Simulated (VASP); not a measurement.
# Cl2 in VASP: a series of runs

The runs below take Cl2 through single point, with PBEsol.

Program: VASP 6.6.1. These are calculated values, not measurements. Logs are shortened: lines on timing, memory, paths and dates and some standing lists are left out, and cuts for length are marked.

## 1. The cell of the first run

The cell holds a molecule in a box, 2 atoms: a = 12.000 Å, b = 12.300 Å, c = 12.600 Å, α = 90.00°, β = 90.00°, γ = 90.00°.

## 2. Single point, PBEsol

INCAR reads:

```
ALGO = Normal ; EDIFF = 1E-7
ENCUT = 520 ; GGA = PS
ISIF = 2 ; ISMEAR = -1
LASPH = True ; LCHARG = False
LREAL = False ; LWAVE = False
NBANDS = 14 ; NELM = 60
PREC = Accurate ; SIGMA = 0.01
```

KPOINTS reads:

```
k-points
0
Gamma
  1 1 1
```

POSCAR reads:

```
Cl
1.0
   12.0000000000      0.0000000000      0.0000000000
    0.0000000000     12.3000000000      0.0000000000
    0.0000000000      0.0000000000     12.6000000000
Cl
2
Direct
    0.5000000000      0.5000000000      0.4210644039
    0.5000000000      0.5000000000      0.5789355961
```

Potentials or basis: VASP PAW PBE potentials, release 64 (Cl).

Run with:

```bash
cat potpaw_PBE.64/Cl/POTCAR > POTCAR
mpirun -np 1 vasp_gam > vasp.out
```

OUTCAR:

```text
EDIFF = 1E-7
   ENCUT = 520
   GGA = PS
   ISIF = 2
   ISMEAR = -1
   LASPH = True
   LREAL = False
   NELM = 60
   PREC = Accurate

 ion  position               nearest neighbor table
   1  0.500  0.500  0.421-   2 1.99
   2  0.500  0.500  0.579-   1 1.99

  LATTYP: Found a simple orthorhombic cell.
 ALAT       =    12.0000000000
 B/A-ratio  =     1.0250000000
 C/A-ratio  =     1.0500000000

  Lattice vectors:

 A1 = (  12.0000000000,   0.0000000000,   0.0000000000)
 A2 = (   0.0000000000,  12.3000000000,   0.0000000000)
 A3 = (   0.0000000000,   0.0000000000,  12.6000000000)

Analysis of symmetry for initial positions (statically):
=====================================================================
 Subroutine PRICEL returns:
 Original cell was already a primitive cell.

 Routine SETGRP: Setting up the symmetry group for a
 simple orthorhombic supercell.

 Subroutine GETGRP returns: Found  8 space group operations
 (whereof  8 operations were pure point group operations)
 out of a pool of  8 trial point group operations.

The static configuration has the point symmetry D_2h.

Analysis of symmetry for dynamics (positions and initial velocities):
=====================================================================
 Subroutine PRICEL returns:
 Original cell was already a primitive cell.

 Routine SETGRP: Setting up the symmetry group for a
 simple orthorhombic supercell.

 Subroutine GETGRP returns: Found  8 space group operations
 (whereof  8 operations were pure point group operations)
 out of a pool of  8 trial point group operations.

The dynamic configuration has the point symmetry D_2h.

 Subroutine INISYM returns: Found  8 space group operations
 (whereof  8 operations are pure point group operations),
 and found     1 'primitive' translations

----------------------------------------------------------------------------------------

                                     Primitive cell

  volume of cell :    1859.7600

  direct lattice vectors                    reciprocal lattice vectors
    12.000000000  0.000000000  0.000000000     0.083333333  0.000000000  0.000000000
     0.000000000 12.300000000  0.000000000     0.000000000  0.081300813  0.000000000
     0.000000000  0.000000000 12.600000000     0.000000000  0.000000000  0.079365079

  length of vectors
[... 57 lines left out ...]
   NELM   =     60;   NELMIN=  2; NELMDL= -5     # of ELM steps
   EDIFF  = 0.1E-06   stopping-criterion for ELM
   LREAL  =      F    real-space projection
   EDIFFG = 0.1E-05   stopping-criterion for IOM
   NSW    =      0    number of steps for IOM
   IBRION =     -1    ionic relax: 0-MD 1-quasi-New 2-CG
   NFREE  =      0    steps in history (QN), initial steepest desc. (CG)
   ISIF   =      2    stress and relaxation
   ISYM   =      2    0-nonsym 1-usesym 2-fastsym
   POTIM  = 0.5000    time-step for ionic-motion
   TEBEG  =    0.0;   TEEND  =   0.0 temperature during run
   PSTRESS=    0.0 pullay stress
   NELECT =      14.0000    total number of electrons
   NUPDOWN=      -1.0000    fix difference up-down
   EMIN   =  10.00;   EMAX   =-10.00  energy-range for DOS
   EFERMI =   0.00;   METHOD = LEGACY
   ISMEAR =    -1;   SIGMA  =   0.01  broadening in eV -4-tet -1-fermi 0-gaus
   EFERMI_NEDOS =   21; number of points for ismear=-14 and -15
   IALGO  =     38    algorithm
   IMIX   =      4    mixing-type and parameters
     AMIX     =   0.40;   BMIX     =  1.00
     AMIX_MAG =   1.60;   BMIX_MAG =  1.00
  volume/ion in A,a.u.               =     929.88      6275.14
  Fermi-wavevector in a.u.,A,eV,Ry     =   0.320847  0.606314  1.400625  0.102943
  Thomas-Fermi vector in A             =   1.207823
   LORBIT       =      0    0 simple, 1 ext, 2 COOP (PROOUT), +10 PAW based schemes
   GGA     = PS    functional components
   LHFCALC =     F    Hartree Fock is set to
   AEXX    =    0.0000 exact exchange contribution
   IVDW    =     0    specifies the selected vdW correction
   LEPSILON=     F    determine dielectric tensor
   LRPA    =     F    only Hartree local field effects (RPA)
 non-spin polarized calculation
  energy-cutoff  :      520.00
  volume of cell :     1859.76
 maximum number of plane-waves:     25042
 NGX is ok and might be reduce to    90
   NGX = 45   NGY = 45   NGZ = 47

 number of electron      13.9999999 magnetization

 Free energy of the ion-electron system (eV)
  ---------------------------------------------------
  ext. energy  EPLUGINS =         0.00000000
  ---------------------------------------------------
  free energy    TOTEN  =        -3.84360564 eV

  energy without entropy =       -3.84360564  energy(sigma->0) =       -3.84360564

 E-fermi :  -6.7430     XC(G=0):  -0.5044

 val. band max:       -7.0590591813   @ k =   0.0000   0.0000   0.0000
 cond. band min:      -3.9983688186   @ k =   0.0000   0.0000   0.0000
 fundamental gap:      3.0606903626
 Fermi energy:        -6.7430025857

 k-point     1 :       0.0000    0.0000    0.0000
  band No.  band energies     occupation
      1     -23.3403      2.00000
      2     -19.0202      2.00000
      3     -11.7798      2.00000
      4      -9.7713      2.00000
      5      -9.7712      2.00000
      6      -7.0591      2.00000
      7      -7.0591      2.00000
      8      -3.9984      0.00000
      9      -0.2701      0.00000
     10       0.6713      0.00000
     11       0.7633      0.00000
     12       0.8204      0.00000
     13       0.8597      0.00000
     14       0.9403      0.00000

------------------------ aborting loop because EDIFF is reached ----------------------------------------

  FORCE on cell =-STRESS in cart. coord.  units (eV):
  Direction    XX          YY          ZZ          XY          YZ          ZX
  --------------------------------------------------------------------------------------
  -------------------------------------------------------------------------------------
  Total       -0.0204230     -0.0215434     -0.3704773      0.0000000      0.0000000      0.0000000
  in kB       -0.0175943     -0.0185596     -0.3191650      0.0000000      0.0000000      0.0000000
  external PRESSURE =      -0.1184396 kB  Pullay stress =       0.0000000 kB

 VOLUME and BASIS-vectors are now :
 -----------------------------------------------------------------------------
  energy-cutoff  :      520.00
  volume of cell :     1859.76
      direct lattice vectors                 reciprocal lattice vectors
    12.000000000  0.000000000  0.000000000     0.083333333  0.000000000  0.000000000
     0.000000000 12.300000000  0.000000000     0.000000000  0.081300813  0.000000000
     0.000000000  0.000000000 12.600000000     0.000000000  0.000000000  0.079365079

 POSITION                                       TOTAL-FORCE (eV/Angst)
 -----------------------------------------------------------------------------------
      6.00000      6.15000      5.30541         0.000000      0.000000      0.175225
      6.00000      6.15000      7.29459         0.000000      0.000000     -0.175225
 -----------------------------------------------------------------------------------
    total drift:                                0.000000     -0.000000      0.000000

  FREE ENERGIE OF THE ION-ELECTRON SYSTEM (eV)
  ---------------------------------------------------
  free  energy   TOTEN  =        -3.8436056357 eV

  energy  without entropy=       -3.8436056357  energy(sigma->0) =       -3.84360564
```

stdout:

```text
POSCAR found type information on POSCAR Cl
 POSCAR found :  1 types and       2 ions
 scaLAPACK will be used
 -----------------------------------------------------------------------------
|                                                                             |
|                                                                             |
|     You enforced a specific xc type in the INCAR file but a different       |
|     I HOPE YOU KNOW WHAT YOU ARE DOING!                                     |
|                                                                             |
 -----------------------------------------------------------------------------

 LDA part: xc-table for (Slater+PW92), standard interpolation
 POSCAR, INCAR and KPOINTS ok, starting setup
 FFT: planning ... GRIDC
 FFT: planning ... GRID_SOFT
 FFT: planning ... GRID
 WAVECAR not read
 entering main loop
```

Run time: 100 s. Hardware: 1 thread of Intel Xeon Platinum 8488C (Sapphire Rapids), shared host; peak memory 1.2 GiB.

What came out:

- Free energy: -3.8436 eV
- Largest force: 0.175 eV/Å
- Gap between the frontier levels: 3.06 eV

Forces in eV/Å, atoms in the order of the input:
```
Cl   0.000  0.000  0.175
Cl   0.000  0.000 -0.175
```

Levels at points of the mesh, in eV from the valence-band top:
```
           k point  band 3  band 4  band 5  band 6  band 7  band 8  band 9  band 10  band 11  band 12
(0.00, 0.00, 0.00)   -4.72   -2.71   -2.71    0.00    0.00    3.06    6.79     7.73     7.82     7.88
```

Caveat: the PAW data sets were made with another functional, which shifts forces and pressure a little.

## 3. Single point, PBEsol

INCAR reads:

```
SYSTEM = Cl
ALGO     = Normal         ! electronic algorithm
EDIFF    = 1E-6           ! SCF threshold, eV
ENCUT    = 520            ! plane-wave cutoff, eV
GGA      = PS             ! functional
ISIF     = 2              ! what is computed and relaxed
ISMEAR   = -1             ! smearing method
LASPH    = .TRUE.         ! aspherical terms in the spheres
LCHARG   = .FALSE.        ! write CHGCAR
LREAL    = .FALSE.        ! projectors in reciprocal space
LWAVE    = .FALSE.        ! write WAVECAR
NBANDS   = 14             ! bands
NELM     = 80             ! most SCF steps
PREC     = Accurate       ! precision mode
SIGMA    = 0.01           ! smearing width, eV
```

KPOINTS reads:

```
k-points
0
G
  1 1 1
  0 0 0
```

POSCAR is that of step 2.

Potentials or basis: VASP PAW PBE potentials, release 64 (Cl).

Run with:

```bash
cat potpaw_PBE.64/Cl/POTCAR > POTCAR
mpirun -np 1 vasp_gam > vasp.out
```

OUTCAR:

```text
SYSTEM = Cl
   EDIFF = 1E-6
   ENCUT = 520
   GGA = PS
   ISIF = 2
   ISMEAR = -1
   LASPH = .TRUE.
   LREAL = .FALSE.
   NELM = 80
   PREC = Accurate

 ion  position               nearest neighbor table
   1  0.500  0.500  0.421-   2 1.99
   2  0.500  0.500  0.579-   1 1.99

  LATTYP: Found a simple orthorhombic cell.
 ALAT       =    12.0000000000
 B/A-ratio  =     1.0250000000
 C/A-ratio  =     1.0500000000

  Lattice vectors:

 A1 = (  12.0000000000,   0.0000000000,   0.0000000000)
 A2 = (   0.0000000000,  12.3000000000,   0.0000000000)
 A3 = (   0.0000000000,   0.0000000000,  12.6000000000)

Analysis of symmetry for initial positions (statically):
=====================================================================
 Subroutine PRICEL returns:
 Original cell was already a primitive cell.

 Routine SETGRP: Setting up the symmetry group for a
 simple orthorhombic supercell.

 Subroutine GETGRP returns: Found  8 space group operations
 (whereof  8 operations were pure point group operations)
 out of a pool of  8 trial point group operations.

The static configuration has the point symmetry D_2h.

Analysis of symmetry for dynamics (positions and initial velocities):
=====================================================================
 Subroutine PRICEL returns:
 Original cell was already a primitive cell.

 Routine SETGRP: Setting up the symmetry group for a
 simple orthorhombic supercell.

 Subroutine GETGRP returns: Found  8 space group operations
 (whereof  8 operations were pure point group operations)
 out of a pool of  8 trial point group operations.

The dynamic configuration has the point symmetry D_2h.

 Subroutine INISYM returns: Found  8 space group operations
 (whereof  8 operations are pure point group operations),
 and found     1 'primitive' translations

----------------------------------------------------------------------------------------

                                     Primitive cell

  volume of cell :    1859.7600

  direct lattice vectors                    reciprocal lattice vectors
    12.000000000  0.000000000  0.000000000     0.083333333  0.000000000  0.000000000
     0.000000000 12.300000000  0.000000000     0.000000000  0.081300813  0.000000000
     0.000000000  0.000000000 12.600000000     0.000000000  0.000000000  0.079365079

  length of vectors
    12.000000000 12.300000000 12.600000000     0.083333333  0.081300813  0.079365079

  position of ions in fractional coordinates (direct lattice)
     0.500000000  0.500000000  0.421064404
     0.500000000  0.500000000  0.578935596

  ion indices of the primitive-cell ions
   primitive index   ion index
                 1           1
                 2           2

----------------------------------------------------------------------------------------

 KPOINTS: k-points

Automatic generation of k-mesh.
 Grid dimensions read from file:
 generate k-points for:    1    1    1

 Generating k-lattice:

  Cartesian coordinates                     Fractional coordinates (reciprocal lattice)
     0.083333333  0.000000000  0.000000000     1.000000000  0.000000000  0.000000000
     0.000000000  0.081300813  0.000000000     0.000000000  1.000000000  0.000000000
     0.000000000  0.000000000  0.079365079     0.000000000  0.000000000  1.000000000

  Length of vectors
     0.083333333  0.081300813  0.079365079

  Shift w.r.t. Gamma in fractional coordinates (k-lattice)
     0.000000000  0.000000000  0.000000000

 Subroutine IBZKPT returns following result:
 ===========================================

 Found      1 irreducible k-points:

 Following reciprocal coordinates:
            Coordinates               Weight
  0.000000  0.000000  0.000000      1.000000
   k-points           NKPTS =      1   k-points in BZ     NKDIM =      1   number of bands    NBANDS=     14
   number of dos      NEDOS =    301   number of ions     NIONS =      2
   total plane-waves  NPLWV = 829440
   dimension x,y,z NGX =    90 NGY =   96 NGZ =   96
   dimension x,y,z NGXF=   180 NGYF=  192 NGZF=  192
   ions per type =               2
   NGX,Y,Z   is equivalent  to a cutoff of  12.47, 12.98, 12.67 a.u.
   NGXF,Y,Z  is equivalent  to a cutoff of  24.94, 25.95, 25.33 a.u.
 SYSTEM =  Cl
   PREC   = accura    normal or accurate (medium, high low for compatibility)
   ISTART =      0    job   : 0-new  1-cont  2-samecut
   ICHARG =      2    charge: 1-file 2-atom 10-const
   ISPIN  =      1    spin polarized calculation?
   LNONCOLLINEAR =      F non collinear calculations
   LSORBIT =      F    spin-orbit coupling
   LASPH  =      T    aspherical Exc in radial PAW
   ENCUT  =  520.0 eV  38.22 Ry    6.18 a.u.  22.31 22.87 23.43*2*pi/ulx,y,z
   NELM   =     80;   NELMIN=  2; NELMDL= -5     # of ELM steps
   EDIFF  = 0.1E-05   stopping-criterion for ELM
   LREAL  =      F    real-space projection
   EDIFFG = 0.1E-04   stopping-criterion for IOM
   NSW    =      0    number of steps for IOM
   IBRION =     -1    ionic relax: 0-MD 1-quasi-New 2-CG
   NFREE  =      0    steps in history (QN), initial steepest desc. (CG)
   ISIF   =      2    stress and relaxation
   ISYM   =      2    0-nonsym 1-usesym 2-fastsym
   POTIM  = 0.5000    time-step for ionic-motion
   TEBEG  =    0.0;   TEEND  =   0.0 temperature during run
   PSTRESS=    0.0 pullay stress
   NELECT =      14.0000    total number of electrons
   NUPDOWN=      -1.0000    fix difference up-down
   EMIN   =  10.00;   EMAX   =-10.00  energy-range for DOS
   EFERMI =   0.00;   METHOD = LEGACY
   ISMEAR =    -1;   SIGMA  =   0.01  broadening in eV -4-tet -1-fermi 0-gaus
   EFERMI_NEDOS =   21; number of points for ismear=-14 and -15
   IALGO  =     38    algorithm
   IMIX   =      4    mixing-type and parameters
     AMIX     =   0.40;   BMIX     =  1.00
     AMIX_MAG =   1.60;   BMIX_MAG =  1.00
  volume/ion in A,a.u.               =     929.88      6275.14
  Fermi-wavevector in a.u.,A,eV,Ry     =   0.320847  0.606314  1.400625  0.102943
  Thomas-Fermi vector in A             =   1.207823
   LORBIT       =      0    0 simple, 1 ext, 2 COOP (PROOUT), +10 PAW based schemes
   GGA     = PS    functional components
   LHFCALC =     F    Hartree Fock is set to
   AEXX    =    0.0000 exact exchange contribution
   IVDW    =     0    specifies the selected vdW correction
   LEPSILON=     F    determine dielectric tensor
   LRPA    =     F    only Hartree local field effects (RPA)
 non-spin polarized calculation
  energy-cutoff  :      520.00
  volume of cell :     1859.76
 maximum number of plane-waves:     25042
 NGX is ok and might be reduce to    90
   NGX = 45   NGY = 45   NGZ = 47

 number of electron      13.9999999 magnetization

 Free energy of the ion-electron system (eV)
  ---------------------------------------------------
  ext. energy  EPLUGINS =         0.00000000
  ---------------------------------------------------
  free energy    TOTEN  =        -3.84360486 eV

  energy without entropy =       -3.84360486  energy(sigma->0) =       -3.84360486

 E-fermi :  -6.7476     XC(G=0):  -0.5143

 val. band max:       -7.0590617495   @ k =   0.0000   0.0000   0.0000
 cond. band min:      -3.9983741399   @ k =   0.0000   0.0000   0.0000
 fundamental gap:      3.0606876096
 Fermi energy:        -6.7476398751

 k-point     1 :       0.0000    0.0000    0.0000
  band No.  band energies     occupation
      1     -23.3403      2.00000
      2     -19.0202      2.00000
      3     -11.7798      2.00000
      4      -9.7713      2.00000
      5      -9.7713      2.00000
      6      -7.0591      2.00000
      7      -7.0591      2.00000
      8      -3.9984      0.00000
      9      -0.2735      0.00000
     10       0.6608      0.00000
     11       0.7566      0.00000
     12       0.8205      0.00000
     13       0.8597      0.00000
     14       0.9335      0.00000

------------------------ aborting loop because EDIFF is reached ----------------------------------------

  FORCE on cell =-STRESS in cart. coord.  units (eV):
  Direction    XX          YY          ZZ          XY          YZ          ZX
  --------------------------------------------------------------------------------------
  -------------------------------------------------------------------------------------
  Total       -0.0203815     -0.0215058     -0.3704897      0.0000000      0.0000000      0.0000000
  in kB       -0.0175586     -0.0185272     -0.3191757      0.0000000      0.0000000      0.0000000
  external PRESSURE =      -0.1184205 kB  Pullay stress =       0.0000000 kB

 VOLUME and BASIS-vectors are now :
 -----------------------------------------------------------------------------
  energy-cutoff  :      520.00
  volume of cell :     1859.76
      direct lattice vectors                 reciprocal lattice vectors
    12.000000000  0.000000000  0.000000000     0.083333333  0.000000000  0.000000000
     0.000000000 12.300000000  0.000000000     0.000000000  0.081300813  0.000000000
     0.000000000  0.000000000 12.600000000     0.000000000  0.000000000  0.079365079

 POSITION                                       TOTAL-FORCE (eV/Angst)
 -----------------------------------------------------------------------------------
      6.00000      6.15000      5.30541         0.000000      0.000000      0.175227
      6.00000      6.15000      7.29459         0.000000      0.000000     -0.175227
 -----------------------------------------------------------------------------------
    total drift:                                0.000000     -0.000000      0.000000

  FREE ENERGIE OF THE ION-ELECTRON SYSTEM (eV)
  ---------------------------------------------------
  free  energy   TOTEN  =        -3.8436048606 eV

  energy  without entropy=       -3.8436048606  energy(sigma->0) =       -3.84360486
```

Run time: 88 s. Hardware: 1 thread of Intel Xeon Platinum 8488C (Sapphire Rapids), shared host; peak memory 1.2 GiB.

What came out:

```
Free energy                     : -3.8436 eV
Largest force                   : 0.175 eV/Å
Gap between the frontier levels : 3.06 eV
```

Forces in eV/Å, atoms in the order of the input:
```
Cl   0.000  0.000  0.175
Cl   0.000  0.000 -0.175
```

Caveat: the PAW data sets were made with another functional, which shifts forces and pressure a little.
